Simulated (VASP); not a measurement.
Wanted: the native input for a VASP 6.6.1 run.

```yaml
Task: single point
Functional: LDA
Potentials_or_basis: VASP PAW LDA potentials, release 64 (Al)
Cutoff: 520 eV
k_mesh: 14 × 10 × 1
Occupations: fermi-dirac, width 0.08 eV
Spin: no spin polarisation
Dipole_correction: yes
Further_INCAR_settings: ALGO = Normal; EDIFF = 1e-06; NBANDS = 10
```

The structure of Al lies in POSCAR:

```
Al
1.0
    2.8165331402      0.0000000000      0.0000000000
    0.0000000000      3.9831793658      0.0000000000
    0.0000000000      0.0000000000     17.4083000000
Al
2
Direct
    0.2500000000      0.2500000000      0.4716991044
    0.7500000000      0.7500000000      0.5283008956
```

One way to write it, as run:

INCAR

```
SYSTEM = Al
PREC     = Accurate       ! precision mode
ENCUT    = 520            ! plane-wave cutoff, eV
EDIFF    = 1E-6           ! SCF threshold, eV
ISMEAR   = -1             ! smearing method
SIGMA    = 0.08           ! smearing width, eV
LREAL    = .FALSE.        ! projectors in reciprocal space
LASPH    = .TRUE.         ! aspherical terms in the spheres
NELM     = 80             ! most SCF steps
ALGO     = Normal         ! electronic algorithm
ISIF     = 2              ! what is computed and relaxed
LWAVE    = .FALSE.        ! write WAVECAR
LCHARG   = .FALSE.        ! write CHGCAR
LDIPOL   = .TRUE.       
IDIPOL   = 3            
DIPOL    = 0.5 0.5 0.500
GGA      = CA             ! functional
NBANDS   = 10             ! bands
```

KPOINTS

```
Automatic mesh
0
G
  14 10 1
  0 0 0
```

Potentials or basis: VASP PAW LDA potentials, release 64 (Al).

The run is started by

```bash
$ cat potpaw_LDA.64/Al/POTCAR > POTCAR
$ mpirun -np 1 vasp_std > vasp.out
```

Results of the run:

```json
{
  "Largest force": "0.008 eV/Å",
  "Band gap on the k mesh": "zero (band 3 reaches -0.88 eV, above the bottom of band 4 at -3.87 eV)"
}
```

It took 68 s on 1 thread of AMD EPYC 9R45 96-Core Processor (Zen 5), with other jobs on the host, peak memory 0.24 GiB.
